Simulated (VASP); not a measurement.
A run of VASP 6.6.1:

INCAR

```
SYSTEM = Al
ALGO     = Normal         ! electronic algorithm
EDIFF    = 1E-7           ! SCF threshold, eV
ENCUT    = 520            ! plane-wave cutoff, eV
GGA      = PE             ! functional
ISIF     = 2              ! what is computed and relaxed
ISMEAR   = 0              ! smearing method
IVDW     = 12             ! dispersion correction
LASPH    = .True.         ! aspherical terms in the spheres
LCHARG   = .False.        ! write CHGCAR
LREAL    = .False.        ! projectors in reciprocal space
LWAVE    = .False.        ! write WAVECAR
NBANDS   = 8              ! bands
NELM     = 60             ! most SCF steps
PREC     = Accurate       ! precision mode
SIGMA    = 0.1            ! smearing width, eV
```

KPOINTS

```
k-points
0
Gamma
  8 8 8
  0 0 0
```

File POSCAR:

```
Al
1.0
    0.0000000000      2.0248050000      2.0248050000
    2.0248050000      0.0000000000      2.0248050000
    2.0248050000      2.0248050000      0.0000000000
Al
1
Direct
    0.0000000000      0.0000000000      0.0000000000
```

Potentials or basis: VASP PAW PBE potentials, release 64 (Al).

Run with:

```bash
$ cat potpaw_PBE.64/Al/POTCAR > POTCAR
$ mpirun -np 1 vasp_std > vasp.out
```

Hardware: 1 thread of Intel Xeon 6975P-C, with other jobs on the host.

**Question.** Estimate the wall time of this run.

**Answer.** Run time: 3.7 s on 1 thread of Intel Xeon 6975P-C (shared host), peak memory 0.13 GiB. Counts: scf iterations 11, k points 29.
